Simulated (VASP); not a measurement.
Here is a VASP 6.6.1 calculation.

INCAR

```
SYSTEM = Cd
PREC = Accurate
ENCUT = 600
EDIFF = 1E-6
ISMEAR = -1
SIGMA = 0.1
LREAL = .False.
LASPH = .True.
NELM = 80
ALGO = Normal
ISIF = 3
LWAVE = .False.
LCHARG = .False.
GGA = PE
IBRION = 2
NSW = 60
EDIFFG = -0.005
PSTRESS = 180.0
```

The input KPOINTS:

```
regular mesh
0
Gamma
  16 16 16
  0 0 0
```

The input POSCAR:

```
Cd
1.0
    0.0000000000      2.0886869859      2.0886869859
    2.0886869859      0.0000000000      2.0886869859
    2.0886869859      2.0886869859      0.0000000000
Cd
1
Direct
    0.0000000000      0.0000000000      0.0000000000
```

Potentials or basis: VASP PAW PBE potentials, release 64 (Cd).

The run is started by

```bash
$ cat potpaw_PBE.64/Cd/POTCAR > POTCAR
$ mpirun -np 1 vasp_std > vasp.out
```

(1) Predict the space group after relaxing (to 0.1 Å).

(2) Predict the relaxed volume.

(3) Predict the relaxed cell.

(4) What does it give for the band gap on the k mesh?

## Answers

(1) Fm-3m (No. 225).

(2) 18.33 Å³/atom.

(3) a = 2.959 Å, b = 2.959 Å, c = 2.959 Å, α = 60.00°, β = 60.00°, γ = 60.00°.

(4) zero (bands 6 and 7 overlap by 3.20 eV).

Caveat: the cell is relaxed towards a set pressure, so the run minimises the enthalpy, not the energy.
